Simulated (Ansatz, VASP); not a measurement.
One calculation of W, two programs

```
CELL_PARAMETERS angstrom
-4.74704 4.74704 4.74704
3.16469 -3.16469 3.16469
3.16469 3.16469 -3.16469
ATOMIC_POSITIONS crystal
W 0.00000 0.00000 0.50000
W 0.00000 0.50000 0.00000
W 0.00000 0.50000 0.50000
W 0.33333 0.00000 0.00000
W 0.33333 0.00000 0.50000
W 0.33333 0.50000 0.00000
W 0.33333 0.50000 0.50000
W 0.66667 0.00000 0.00000
W 0.66667 0.00000 0.50000
W 0.66667 0.50000 0.00000
W 0.66667 0.50000 0.50000
```

Alike in both runs: task single point; functional PBE; k mesh 2 × 3 × 3; no spin polarisation.

```csv
,VASP,Ansatz
version,VASP 6.6.1,Ansatz 0.2.0
potentials or method,"VASP PAW PBE potentials, release 64 (W_sv)","plane waves, PAW"
plane-wave cutoff (eV),400,420
occupations,"methfessel-paxton of order 1, width 0.15 eV","cold, width 0.15 eV"
valence electrons in the cell,154,154
```

```tsv
	VASP	Ansatz	Ansatz less VASP
gap on the k mesh at the Fermi level (eV)	none	none	-
rms of the force components (eV/Å)	0.360	0.358	-0.0025
```

Atom by atom the forces differ by 0.012 eV/Å (rms over components). A gap of «none» marks a metal or a gap that the smearing closes.

The k mesh is coarse, so the values compare programs but aren't converged. Spin-orbit coupling is off throughout.
